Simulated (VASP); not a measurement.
# Pt (Im-3m) in VASP: a series of runs

Pt is run at these levels: PBEsol; tasks: single point.

Everything below comes from runs of VASP 6.6.1. Logs are shortened: lines on timing, memory, paths and dates and some standing lists are left out, and cuts for length are marked.

### 1 The cell of the first run

The structure is cubic, space group Im-3m (No. 229). The conventional cell has a = 3.168 Å, b = 3.168 Å, c = 3.168 Å, α = 90.00°, β = 90.00°, γ = 90.00°. Within 3.6 Å of Pt (site symmetry m-3m) lie 14 Pt at 2.74 to 3.17 Å.

### 2 Single point, PBEsol

INCAR

```
SYSTEM = Pt
  PREC = Accurate
  ENCUT = 520
  EDIFF = 1E-7
  ISMEAR = 0
  SIGMA = 0.1
  LREAL = .FALSE.
  LASPH = .TRUE.
  NELM = 100
  ALGO = Normal
  ISIF = 2
  LWAVE = .FALSE.
  LCHARG = .FALSE.
  GGA = PS
  NBANDS = 11
```

KPOINTS

```
Automatic mesh
0
G
  8 8 8
  0 0 0
```

POSCAR

```
Pt
1.0
   -1.5842200000      1.5842200000      1.5842200000
    1.5842200000     -1.5842200000      1.5842200000
    1.5842200000      1.5842200000     -1.5842200000
Pt
1
Direct
    0.0000000000      0.0000000000      0.0000000000
```

Potentials or basis: VASP PAW PBE potentials, release 64 (Pt).

On the command line:

```
> cat potpaw_PBE.64/Pt/POTCAR > POTCAR
> mpirun -np 1 vasp_std > vasp.out
```

OUTCAR:

```text
SYSTEM = Pt
   PREC = Accurate
   ENCUT = 520
   EDIFF = 1E-7
   ISMEAR = 0
   LREAL = .FALSE.
   LASPH = .TRUE.
   NELM = 100
   ISIF = 2
   GGA = PS

 ion  position               nearest neighbor table
   1  0.000  0.000  0.000-

  LATTYP: Found a body centered cubic cell.
 ALAT       =     3.1684400000

  Lattice vectors:

 A1 = (  -1.5842200000,   1.5842200000,   1.5842200000)
 A2 = (   1.5842200000,  -1.5842200000,   1.5842200000)
 A3 = (   1.5842200000,   1.5842200000,  -1.5842200000)

Analysis of symmetry for initial positions (statically):
=====================================================================
 Subroutine PRICEL returns:
 Original cell was already a primitive cell.

 Routine SETGRP: Setting up the symmetry group for a
 body centered cubic supercell.

 Subroutine GETGRP returns: Found 48 space group operations
[... 9 lines left out ...]

 Routine SETGRP: Setting up the symmetry group for a
 body centered cubic supercell.

 Subroutine GETGRP returns: Found 48 space group operations
[... 11 lines left out ...]
                                     Primitive cell

  volume of cell :      15.9040

  direct lattice vectors                    reciprocal lattice vectors
    -1.584220000  1.584220000  1.584220000     0.000000000  0.315612731  0.315612731
     1.584220000 -1.584220000  1.584220000     0.315612731  0.000000000  0.315612731
     1.584220000  1.584220000 -1.584220000     0.315612731  0.315612731  0.000000000

  length of vectors
     2.743949530  2.743949530  2.743949530     0.446343804  0.446343804  0.446343804

  position of ions in fractional coordinates (direct lattice)
     0.000000000  0.000000000  0.000000000

  ion indices of the primitive-cell ions
   primitive index   ion index
                 1           1

----------------------------------------------------------------------------------------

 KPOINTS: Automatic mesh

Automatic generation of k-mesh.
 Grid dimensions read from file:
 generate k-points for:    8    8    8

 Generating k-lattice:

  Cartesian coordinates                     Fractional coordinates (reciprocal lattice)
     0.000000000  0.039451591  0.039451591     0.125000000  0.000000000  0.000000000
     0.039451591  0.000000000  0.039451591     0.000000000  0.125000000  0.000000000
     0.039451591  0.039451591  0.000000000     0.000000000  0.000000000  0.125000000

  Length of vectors
     0.055792976  0.055792976  0.055792976

  Shift w.r.t. Gamma in fractional coordinates (k-lattice)
     0.000000000  0.000000000  0.000000000

 Subroutine IBZKPT returns following result:
 ===========================================

 Found     29 irreducible k-points:

 Following reciprocal coordinates:
            Coordinates               Weight
  0.000000  0.000000  0.000000      1.000000
  0.125000  0.000000  0.000000     12.000000
  0.250000  0.000000  0.000000     12.000000
  0.375000  0.000000  0.000000     12.000000
  0.500000  0.000000  0.000000      6.000000
  0.125000  0.125000  0.000000     24.000000
[... 16 lines left out ...]
 -0.250000  0.250000  0.250000      6.000000
 -0.375000  0.375000  0.250000     24.000000
 [... further k-points ...]
   k-points           NKPTS =     29   k-points in BZ     NKDIM =     29   number of bands    NBANDS=     11
   number of dos      NEDOS =    301   number of ions     NIONS =      1
   total plane-waves  NPLWV =   8000
   dimension x,y,z NGX =    20 NGY =   20 NGZ =   20
   dimension x,y,z NGXF=    40 NGYF=   40 NGZF=   40
   ions per type =               1
   NGX,Y,Z   is equivalent  to a cutoff of  12.12, 12.12, 12.12 a.u.
   NGXF,Y,Z  is equivalent  to a cutoff of  24.23, 24.23, 24.23 a.u.
 SYSTEM =  Pt
   PREC   = accura    normal or accurate (medium, high low for compatibility)
   ISTART =      0    job   : 0-new  1-cont  2-samecut
   ICHARG =      2    charge: 1-file 2-atom 10-const
   ISPIN  =      1    spin polarized calculation?
   LNONCOLLINEAR =      F non collinear calculations
   LSORBIT =      F    spin-orbit coupling
   LASPH  =      T    aspherical Exc in radial PAW
   ENCUT  =  520.0 eV  38.22 Ry    6.18 a.u.   5.10  5.10  5.10*2*pi/ulx,y,z
   NELM   =    100;   NELMIN=  2; NELMDL= -5     # of ELM steps
   EDIFF  = 0.1E-06   stopping-criterion for ELM
   LREAL  =      F    real-space projection
   EDIFFG = 0.1E-05   stopping-criterion for IOM
   NSW    =      0    number of steps for IOM
   IBRION =     -1    ionic relax: 0-MD 1-quasi-New 2-CG
   NFREE  =      0    steps in history (QN), initial steepest desc. (CG)
   ISIF   =      2    stress and relaxation
   ISYM   =      2    0-nonsym 1-usesym 2-fastsym
   POTIM  = 0.5000    time-step for ionic-motion
   TEBEG  =    0.0;   TEEND  =   0.0 temperature during run
   PSTRESS=    0.0 pullay stress
   NELECT =      10.0000    total number of electrons
   NUPDOWN=      -1.0000    fix difference up-down
   EMIN   =  10.00;   EMAX   =-10.00  energy-range for DOS
   EFERMI =   0.00;   METHOD = LEGACY
   ISMEAR =     0;   SIGMA  =   0.10  broadening in eV -4-tet -1-fermi 0-gaus
   EFERMI_NEDOS =   21; number of points for ismear=-14 and -15
   IALGO  =     38    algorithm
   IMIX   =      4    mixing-type and parameters
     AMIX     =   0.40;   BMIX     =  1.00
     AMIX_MAG =   1.60;   BMIX_MAG =  1.00
  volume/ion in A,a.u.               =      15.90       107.33
  Fermi-wavevector in a.u.,A,eV,Ry     =   1.402510  2.650360 26.763132  1.967035
  Thomas-Fermi vector in A             =   2.525265
   LORBIT       =      0    0 simple, 1 ext, 2 COOP (PROOUT), +10 PAW based schemes
   GGA     = PS    functional components
   LHFCALC =     F    Hartree Fock is set to
   AEXX    =    0.0000 exact exchange contribution
   IVDW    =     0    specifies the selected vdW correction
   LEPSILON=     F    determine dielectric tensor
   LRPA    =     F    only Hartree local field effects (RPA)
 non-spin polarized calculation
 Gauss-broadening in eV      SIGMA  =   0.10
  energy-cutoff  :      520.00
  volume of cell :       15.90
 maximum number of plane-waves:       439
   NGX = 11   NGY = 11   NGZ = 11

 number of electron      10.0000000 magnetization

 Free energy of the ion-electron system (eV)
  ---------------------------------------------------
  ext. energy  EPLUGINS =         0.00000000
  ---------------------------------------------------
  free energy    TOTEN  =        -6.76384131 eV

  energy without entropy =       -6.74805549  energy(sigma->0) =       -6.75594840

 E-fermi :   9.9715     XC(G=0): -13.3049

 val. band max:        9.9601647167   @ k =  -0.3750   0.3750   0.1250
 cond. band min:       9.9851337110   @ k =  -0.3750   0.5000   0.1250
 fundamental gap:      0.0249689944
 Fermi energy:         9.9715102214

 k-point     1 :       0.0000    0.0000    0.0000
  band No.  band energies     occupation
      1       0.4057      2.00000
      2       6.4727      2.00000
      3       6.4727      2.00000
      4       6.4727      2.00000
      5       8.9580      2.00000
      6       8.9580      2.00000
      7      26.9843      0.00000
      8      26.9843      0.00000
      9      26.9843      0.00000
     10      36.9105      0.00000
     11      36.9105      0.00000

 k-point     2 :       0.1250    0.0000    0.0000
  band No.  band energies     occupation
      1       1.0220      2.00000
      2       6.2382      2.00000
      3       6.4609      2.00000
      4       6.9705      2.00000
      5       8.6959      2.00000
      6       8.9772      2.00000
      7      27.1368      0.00000
      8      27.2070      0.00000
      9      27.8909      0.00000
     10      33.1069      0.00000
     11      33.2699      0.00000

 k-point     3 :       0.2500    0.0000    0.0000
  band No.  band energies     occupation
      1       2.5079      2.00000
      2       5.7151      2.00000
      3       6.5026      2.00000
      4       8.3355      2.00000
      5       8.5293      2.00000
      6       9.0602      2.00000
      7      24.3026      0.00000
      8      25.9118      0.00000
      9      30.2951      0.00000
     10      31.3289      0.00000
     11      32.3246      0.00000

 k-point     4 :       0.3750    0.0000    0.0000
  band No.  band energies     occupation
      1       3.3632      2.00000
      2       5.2415      2.00000
      3       7.9178      2.00000
      4       8.8417      2.00000
      5       9.2005      2.00000
      6      10.0654      0.18426
      7      19.2039      0.00000
      8      23.9297      0.00000
      9      27.3653      0.00000
     10      33.2564      0.00000
     11      33.5673      0.00000

 k-point     5 :       0.5000    0.0000    0.0000
  band No.  band energies     occupation
      1       3.3824      2.00000
      2       5.0573      2.00000
      3       8.7718      2.00000
      4       9.2779      2.00000
      5      10.1248      0.03020
      6      10.9716      0.00000
      7      16.1274      0.00000
      8      23.1290      0.00000
      9      25.6560      0.00000
     10      33.8911      0.00000
     11      34.6490      0.00000
[... 211 lines left out ...]
 k-point    21 :      -0.3750   -0.3750    0.1250
  band No.  band energies     occupation
      1       5.3914      2.00000
      2       5.5615      2.00000
      3       5.5615      2.00000
      4       9.3354      2.00000
      5       9.3354      2.00000
      6      15.9006      0.00000
      7      17.6296      0.00000
      8      17.6296      0.00000
      9      29.8902      0.00000
     10      30.1965      0.00000
     11      30.1965      0.00000

 k-point    22 :       0.2500    0.2500    0.2500
  band No.  band energies     occupation
      1       5.6644      2.00000
      2       5.6644      2.00000
      3       5.6644      2.00000
      4       9.3452      2.00000
      5       9.3452      2.00000
      6      14.5893      0.00000
      7      19.2372      0.00000
      8      19.2372      0.00000
      9      19.2372      0.00000
     10      37.8373      0.00000
     11      37.8373      0.00000

 k-point    23 :      -0.2500    0.2500    0.2500
  band No.  band energies     occupation
      1       4.2715      2.00000
      2       6.0903      2.00000
      3       7.1884      2.00000
      4       7.1884      2.00000
      5       8.2470      2.00000
      6       9.9566      1.16652
      7      24.3717      0.00000
      8      26.2319      0.00000
      9      26.2319      0.00000
     10      27.5869      0.00000
     11      35.8418      0.00000

 k-point    24 :      -0.3750    0.3750    0.2500
  band No.  band energies     occupation
      1       4.7992      2.00000
      2       5.3745      2.00000
      3       7.1995      2.00000
      4       7.8503      2.00000
      5       9.7291      1.99939
      6      11.5680      0.00000
      7      20.5673      0.00000
      8      23.3654      0.00000
      9      25.6603      0.00000
     10      28.7083      0.00000
     11      35.1148      0.00000

 [... further k-points ...]
[... 5 lines left out ...]
  --------------------------------------------------------------------------------------
  -------------------------------------------------------------------------------------
  Total       -0.9728614     -0.9728614     -0.9728614      0.0000000      0.0000000     -0.0000000
  in kB      -98.0065503    -98.0065503    -98.0065503      0.0000000      0.0000000     -0.0000000
  external PRESSURE =     -98.0065503 kB  Pullay stress =       0.0000000 kB

 VOLUME and BASIS-vectors are now :
 -----------------------------------------------------------------------------
  energy-cutoff  :      520.00
  volume of cell :       15.90
      direct lattice vectors                 reciprocal lattice vectors
    -1.584220000  1.584220000  1.584220000     0.000000000  0.315612731  0.315612731
     1.584220000 -1.584220000  1.584220000     0.315612731  0.000000000  0.315612731
     1.584220000  1.584220000 -1.584220000     0.315612731  0.315612731  0.000000000

 POSITION                                       TOTAL-FORCE (eV/Angst)
 -----------------------------------------------------------------------------------
      0.00000      0.00000      0.00000        -0.000000      0.000000      0.000000
 -----------------------------------------------------------------------------------
    total drift:                               -0.000000     -0.000000     -0.000000

  FREE ENERGIE OF THE ION-ELECTRON SYSTEM (eV)
  ---------------------------------------------------
  free  energy   TOTEN  =        -6.7638413148 eV

  energy  without entropy=       -6.7480554886  energy(sigma->0) =       -6.75594840
```

It took 3.2 s on 1 thread of AMD EPYC 9R45 (Zen 5), shared host; peak memory 0.09 GiB.

Results:

```
Free energy            : -6.7638 eV
Pressure               : -9.8 GPa
Band gap on the k mesh : zero (band 5 reaches 10.89 eV, above the bottom of band 6 at 8.96 eV)
```

Levels at points of the mesh, in eV from the Fermi level:
```
           k point  band 2  band 3  band 4  band 5  band 6  band 7  band 8  band 9
(0.00, 0.00, 0.00)   -3.50   -3.50   -3.50   -1.01   -1.01   17.01   17.01   17.01
(0.50, 0.00, 0.00)   -4.91   -1.20   -0.69    0.15    1.00    6.16   13.16   15.68
(0.50, 0.50, 0.50)   -6.07    0.48    0.48    0.48    7.53    7.53    7.53   12.56
```

Caveat: the PAW data sets were made with another functional, which shifts forces and pressure a little; spin-orbit coupling is left out, which moves the levels of the heavy elements.

[end of part 1 of 2]
